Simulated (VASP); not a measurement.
## TaN: single point with PBE

TaN:

```
Ta N
1.0
     0.00000    0.00000    2.89777
     2.95018    0.00000    0.00000
     0.00000    5.10987    0.00000
Ta N
2 2
Direct
  0.50000 0.00000 0.33197
  0.50000 0.50000 0.83197
  0.00000 0.50000 0.51761
  0.00000 0.00000 0.01761
```

This cell differs from its parent crystal: atoms displaced along a vibrational mode.

| Property | Result |
| --- | --- |
| Program | VASP 6.6.1 |
| Task | single point |
| Functional | PBE |
| Potentials or basis | VASP PAW PBE potentials, release 64 (Ta_pv, N) |
| Cutoff | 520 eV |
| k mesh | 20 × 20 × 12 |
| Occupations | gaussian, width 0.15 eV |
| Spin | no spin polarisation |
| Dipole correction | no |
| Further INCAR settings | ALGO = Normal; EDIFF = 1e-06; NBANDS = 24 |

The pressure is 2.0 GPa, the largest force is 1.277 eV/Å and the band gap on the k mesh is zero (bands 16 and 17 overlap by 0.25 eV).

Forces in eV/Å, atoms in the order of the input:
```
Ta   0.000  1.277  0.000
Ta   0.000  1.277  0.000
N    0.000 -1.277  0.000
N    0.000 -1.277  0.000
```

Stress tensor (GPa, compression positive):
```
-0.05  0.00  0.00
 0.00  3.17  0.00
 0.00  0.00  2.83
```

Levels at points of the mesh, in eV from the Fermi level:
```csv
k point,band 12,band 13,band 14,band 15,band 16,band 17,band 18,band 19,band 20,band 21
"(0.00, 0.00, 0.00)",-4.55,-3.89,-3.42,-3.04,-2.91,1.89,3.05,3.39,3.89,3.94
"(0.50, 0.00, 0.00)",-5.36,-4.15,-3.14,-0.71,-0.11,-0.08,2.47,2.54,4.14,4.16
"(0.00, 0.50, 0.00)",-4.93,-4.83,-4.83,-0.93,-0.93,1.24,1.24,1.47,1.47,4.52
"(0.50, 0.50, 0.00)",-6.80,-4.04,-4.04,-1.10,-1.10,3.53,3.53,5.14,5.14,6.03
"(0.00, 0.00, 0.50)",-4.35,-3.73,-3.73,-2.99,-2.99,1.80,1.80,3.52,3.52,4.15
"(0.50, 0.00, 0.50)",-4.96,-4.47,-4.47,-1.77,-1.77,1.98,1.98,3.48,3.48,4.48
"(0.00, 0.50, 0.50)",-4.99,-3.94,-3.94,-2.57,-2.57,2.89,2.89,4.02,4.02,4.96
"(0.50, 0.50, 0.50)",-6.26,-5.63,-5.63,-0.20,-0.20,3.94,3.94,5.27,5.27,5.92
```

Run time: 12 min on 1 thread of Intel Xeon 8259CL (shared host), peak memory 0.78 GiB.

Caveat: the cell differs from its parent crystal (atoms displaced along a vibrational mode); spin-orbit coupling is left out, which moves the levels of the heavy elements; forces of over 1 eV/Å act on the atoms, so gaps and moduli don't describe the material at rest.
